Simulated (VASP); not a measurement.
The system is MgO.

```xyz
4
Lattice="3.0078 0.0000 0.0000 -1.5039 2.6049 0.0000 0.0000 0.0000 4.9117" Properties=species:S:1:pos:R:3 pbc="T T T"
Mg    0.0000    0.0000    0.0000
Mg    0.0000    1.7366    2.4559
O     1.5039    0.8683    1.2279
O     1.5039    0.8683    3.6838
```

| Quantity | Value |
| --- | --- |
| Program | VASP 6.6.1 |
| Task | relaxation of cell and atoms |
| Functional | PBE |
| Potentials or basis | VASP PAW PBE potentials, release 64 (Mg, O) |
| Cutoff | 600 eV |
| k mesh | 9 × 9 × 6 |
| Occupations | gaussian, width 0.02 eV |
| Spin | no spin polarisation |

At the start: pressure 6.1 GPa; volume 9.62 Å³/atom.

Problem. Where does the relaxation end?

Solution. Over 8 steps the energy falls by 65.0 meV/atom and the volume is 9.87 Å³/atom (+2.6 %); space group P6_3/mmc (No. 194, to 0.1 Å) before and after.

The path:
| step | energy change (eV) | largest force (eV/Å) | pressure (GPa) | volume (Å³) |
| --- | --- | --- | --- | --- |
| 1 | 0.0000 | 0.0000 | 6.10 | 38.48 |
| 2 | -0.2214 | 0.0000 | -3.51 | 40.41 |
| 3 | -0.2582 | 0.0000 | -1.27 | 39.88 |
| 4 | -0.2581 | 0.0000 | -1.41 | 39.90 |
| 5 | -0.2598 | 0.0000 | 0.07 | 39.47 |
| 6 | -0.2599 | 0.0000 | -0.13 | 39.53 |
| 7 | -0.2600 | 0.0000 | 0.04 | 39.49 |
| 8 | -0.2600 | 0.0000 | 0.00 | 39.49 |

Final structure:
```
Mg O
1.0
     2.95457    0.00000    0.00000
    -1.47728    2.55873    0.00000
     0.00000    0.00000    5.22423
Mg O
2 2
Direct
  0.00000 0.00000 0.00000
  0.33333 0.66667 0.50000
  0.66667 0.33333 0.25000
  0.66667 0.33333 0.75000
```
